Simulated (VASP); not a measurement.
Wanted: the native input for a VASP 6.6.1 run.

| Item | Value |
| --- | --- |
| Task | single point |
| Functional | PBE |
| Potentials or basis | VASP PAW PBE potentials, release 64 (Sc_sv, In_d, N) |
| Cutoff | 520 eV |
| k mesh | 6 × 6 × 6 |
| Occupations | gaussian, width 0.1 eV |
| Spin | no spin polarisation |
| Dipole correction | no |
| Further INCAR settings | ALGO = Normal; EDIFF = 1e-07; NBANDS = 34 |

The structure of Sc2InN3 lies in POSCAR:

```
Sc2InN3
1.0
    5.6633092999      0.0000000000      0.0000000000
   -2.8316546500      4.9045697232      0.0000000000
    0.0000000000      0.0000000000      2.9941926631
Sc In N
2 1 3
Direct
    0.3333333333      0.6666666667      0.5000000000
    0.6666666667      0.3333333333      0.5000000000
    0.0000000000      0.0000000000      0.5000000000
    0.0000000000      0.5000000000      0.0000000000
    0.5000000000      0.0000000000      0.0000000000
    0.5000000000      0.5000000000      0.0000000000
```

One way to write it, as run:

INCAR

```
PREC = Accurate
ENCUT = 520
EDIFF = 1E-7
ISMEAR = 0
SIGMA = 0.1
LREAL = False
LASPH = True
NELM = 80
ALGO = Normal
ISIF = 2
LWAVE = False
LCHARG = True
GGA = PE
LELF = True
LVHAR = True
NBANDS = 34
```

KPOINTS

```
regular mesh
0
Gamma
  6 6 6
```

Potentials or basis: VASP PAW PBE potentials, release 64 (Sc_sv, In_d, N).

The run is started by

```bash
$ cat potpaw_PBE.64/Sc_sv/POTCAR potpaw_PBE.64/In_d/POTCAR potpaw_PBE.64/N/POTCAR > POTCAR
$ mpirun -np 1 vasp_std > vasp.out
```

It gave:

```yaml
Pressure: 0.3 GPa
Band_gap_on_the_k_mesh: zero (band 25 reaches 5.28 eV, above the bottom of band 26 at 4.98 eV)
```

Caveat: spin-orbit coupling is left out, which moves the levels of the heavy elements.

Run time: 55 s on 1 thread of Intel(R) Xeon(R) Platinum 8559C (Emerald Rapids), on a shared host, peak memory 0.23 GiB.
